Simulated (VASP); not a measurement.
Runs of VASP 6.6.1 on Gd. The structure is that of space group P6_3/mmc (No. 194), or close to it. The cells are those of the table. 

```tsv
level	cell	gap on the mesh (eV)	pressure (GPa)	moment (μB)
PBEsol	a = 3.684, b = 3.684, c = 5.859 Å, angles 90.0, 90.0, 120.0°, 2 atoms	none	-2.9	15.24
PBEsol	a = 3.562, b = 3.562, c = 5.665 Å, angles 90.0, 90.0, 120.0°, 2 atoms	none	0.4	15.15
PBEsol	a = 3.612, b = 3.612, c = 5.744 Å, angles 90.0, 90.0, 120.0°, 2 atoms	none	-1.1	15.20
r2SCAN	a = 3.562, b = 3.562, c = 5.665 Å, angles 90.0, 90.0, 120.0°, 2 atoms	none	3.6	15.85
LDA	a = 3.707, b = 3.707, c = 5.896 Å, angles 90.0, 90.0, 120.0°, 2 atoms	none	(a)	(b)
```

Alike in all rows: task single point; potentials or basis VASP PAW PBE potentials, release 64 (Gd); spin collinear, ferromagnetic start; k mesh 8 × 8 × 5; cutoff (eV) 520; smearing fermi-dirac 0.05 eV.

Problem. Estimate the missing entries.

Solution. (a) -5.0; (b) 14.89.

Caveats: the PAW data sets were made with another functional, which shifts forces and pressure a little; spin-orbit coupling is left out, which moves the levels of the heavy elements; semilocal functionals describe open f shells poorly, which spoils levels, moments and volumes; the cell stands under pressure (at least some runs); the cell stands under tension (at least some runs).

A k mesh can miss the band edges, and the runs leave out spin-orbit coupling on Gd.

A gap of «none» marks levels without a gap at the run's occupations.
